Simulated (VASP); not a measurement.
Set up this calculation in VASP 6.6.1, as the native input.

- Task: single point
- Functional: PBE
- Potentials or basis: VASP PAW PBE potentials, release 64 (Mn_pv, S)
- Cutoff: 520 eV
- k mesh: 6 × 6 × 6
- Occupations: gaussian, width 0.05 eV
- Spin: collinear spin, ferromagnetic start
- Starting moments: [4.96, 0.12] μB
- Hubbard terms: Mn d U = 4.0 eV
- Dipole correction: no
- Further INCAR settings: ALGO = Normal; EDIFF = 1e-06; NBANDS = 20

The structure of MnS lies in POSCAR:

```
MnS
1.0
    0.0000000000      2.6122498900      2.6122498900
    2.6122498900      0.0000000000      2.6122498900
    2.6122498900      2.6122498900      0.0000000000
Mn S
1 1
Direct
    0.0000000000      0.0000000000      0.0000000000
    0.5000000000      0.5000000000      0.5000000000
```

The input as run:

INCAR

```
SYSTEM = MnS
ALGO = Normal
EDIFF = 1E-6
ENCUT = 520
GGA = PE
ISIF = 2
ISMEAR = 0
ISPIN = 2
LASPH = .TRUE.
LCHARG = .FALSE.
LDAU = .TRUE.
LDAUJ = 0 0
LDAUL = 2 -1
LDAUPRINT = 1
LDAUTYPE = 2
LDAUU = 4 0
LMAXMIX = 4
LORBIT = 11
LREAL = .FALSE.
LWAVE = .FALSE.
MAGMOM = 4.96 0.12
NBANDS = 20
NELM = 150
PREC = Accurate
SIGMA = 0.05
```

KPOINTS

```
k-points
0
G
  6 6 6
  0 0 0
```

Potentials or basis: VASP PAW PBE potentials, release 64 (Mn_pv, S).

Command:

```bash
$ cat potpaw_PBE.64/Mn_pv/POTCAR potpaw_PBE.64/S/POTCAR > POTCAR
$ mpirun -np 1 vasp_std > vasp.out
```

Results of the run:

```yaml
Pressure: 3.5 GPa
Band_gap_on_the_k_mesh: 0.62 eV (least direct gap 2.74 eV)
Net_moment: 5.00 μB per cell
Site_moments: Mn +4.60; S +0.09 μB
Valence_electrons_inside_the_program's_atomic_spheres: Mn 11.28; S 3.78
```

Caveat: the cell stands under pressure; semilocal functionals underestimate gaps, and a narrow one can read as zero; a cell with one magnetic atom can't hold antiferromagnetic order, which such compounds often take.

It took 32 s on 1 thread of Intel Xeon 8259CL (shared host), peak memory 0.17 GiB.
